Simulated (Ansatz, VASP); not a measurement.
**Two plane-wave programs on GaP**

```
Ga P
1.0
     0.00000    2.72525    2.72525
     2.72525    0.00000    2.72525
     2.72525    2.72525    0.00000
Ga P
1 1
Direct
  0.00000 0.00000 0.00000
  0.25000 0.25000 0.25000
```

Alike in both runs: task relaxation of cell and atoms; functional PBEsol; k mesh 8 × 8 × 8; occupations fermi-dirac, width 0.02 eV; no spin polarisation.

```csv
,VASP,Ansatz
version,VASP 6.6.1,Ansatz 0.2.0
potentials or method,"VASP PAW PBE potentials, release 64 (Ga_d, P), cutoff 600 eV",PAW plane waves
valence electrons in the cell,18,18
```

```tsv
	VASP	Ansatz	Ansatz less VASP
gap on the k mesh at the Fermi level, each at its own relaxed structure (eV)	1.50	1.50	-0.001
relaxed volume (Å³/atom)	20.09	20.11	+0.023
relaxed cell length with the largest relative difference (Å)	3.844	3.846	+0.0014
```

VASP's potentials were made for PBE, not for PBEsol, and Ansatz warns of the same on its side.
